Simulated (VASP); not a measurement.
Sn: relaxation of cell and atoms with PBE

Sn:

```
CELL_PARAMETERS angstrom
0.00000 2.55974 2.55974
2.55974 0.00000 2.55974
2.55974 2.55974 0.00000
ATOMIC_POSITIONS crystal
Sn 0.87500 0.87500 0.87500
Sn 0.12500 0.12500 0.12500
```

This isn't the form of Sn at room conditions, which is tetragonal (white tin).

```
Program                : VASP 6.6.1
Task                   : relaxation of cell and atoms
Functional             : PBE
Potentials or basis    : VASP PAW PBE potentials, release 64 (Sn_d)
Cutoff                 : 600 eV
k mesh                 : 13 × 13 × 13
Occupations            : fermi-dirac, width 0.08 eV
Spin                   : no spin polarisation
Target pressure        : 180 GPa
Dipole correction      : no
Further INCAR settings : ALGO = Normal; EDIFF = 1e-07; IBRION = 2; EDIFFG = -0.005; NSW = 32; ISIF = 3
```

```
Relaxed volume                                             : 16.81 Å³/atom
Relaxed cell                                               : a = 3.623 Å, b = 3.623 Å, c = 3.623 Å, α = 60.00°, β = 60.00°, γ = 60.00°
Space group after relaxing (to 0.1 Å)                      : Fd-3m (No. 227)
Energy change on relaxing (the run minimises the enthalpy) : -39.7 meV/atom
Ionic steps                                                : 3
Pressure after relaxing                                    : 180.0 GPa
Band gap on the k mesh                                     : zero (bands 14 and 15 overlap by 1.33 eV)
```

The path:
```tsv
step	energy change (eV)	largest force (eV/Å)	pressure (GPa)	volume (Å³)
1	0.0000	0.0000	181.35	33.54
2	-0.7552	0.0000	168.51	34.24
3	-0.0794	0.0000	180.00	33.61
```

Final structure:
```
Sn
1.0
     0.00000    2.56152    2.56152
     2.56152    0.00000    2.56152
     2.56152    2.56152    0.00000
Sn
2
Direct
  0.87500 0.87500 0.87500
  0.12500 0.12500 0.12500
```

Levels at points of the mesh, in eV from the Fermi level:
```tsv
k point	band 11	band 12	band 13	band 14	band 15	band 16	band 17	band 18
(0.00, 0.00, 0.00)	-17.32	1.05	1.05	1.05	2.37	2.37	2.37	4.95
```

Run time: 4.5 min on 1 thread of Intel(R) Xeon(R) Platinum 8259CL CPU @ 2.50GHz (Skylake/Cascade Lake), with other jobs on the host, peak memory 0.21 GiB.

Caveat: the cell is relaxed towards a set pressure, so the run minimises the enthalpy, not the energy; spin-orbit coupling is left out, which moves the levels of the heavy elements.
